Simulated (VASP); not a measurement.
A run of VASP 6.6.1 is set up as follows.

INCAR

```
  PREC = Accurate
  ENCUT = 520
  EDIFF = 1E-6
  ISMEAR = 1
  SIGMA = 0.1
  LREAL = False
  LASPH = True
  NELM = 60
  ALGO = Normal
  ISIF = 2
  LWAVE = False
  LCHARG = True
  GGA = CA
  LELF = True
  LVHAR = True
  NBANDS = 14
```

The input KPOINTS:

```
regular mesh
0
Gamma
  9 9 9
```

Contents of POSCAR:

```
Rh
1.0
    0.0000000000      1.8769120402      1.8769120402
    1.8769120402      0.0000000000      1.8769120402
    1.8769120402      1.8769120402      0.0000000000
Rh
1
Direct
    0.0000000000      0.0000000000      0.0000000000
```

Potentials or basis: VASP PAW LDA potentials, release 64 (Rh_pv).

Launch:

```sh
$ cat potpaw_LDA.64/Rh_pv/POTCAR > POTCAR
$ mpirun -np 1 vasp_std > vasp.out
```

**Question.** Estimate the pressure.

**Answer.** 0.9 GPa.
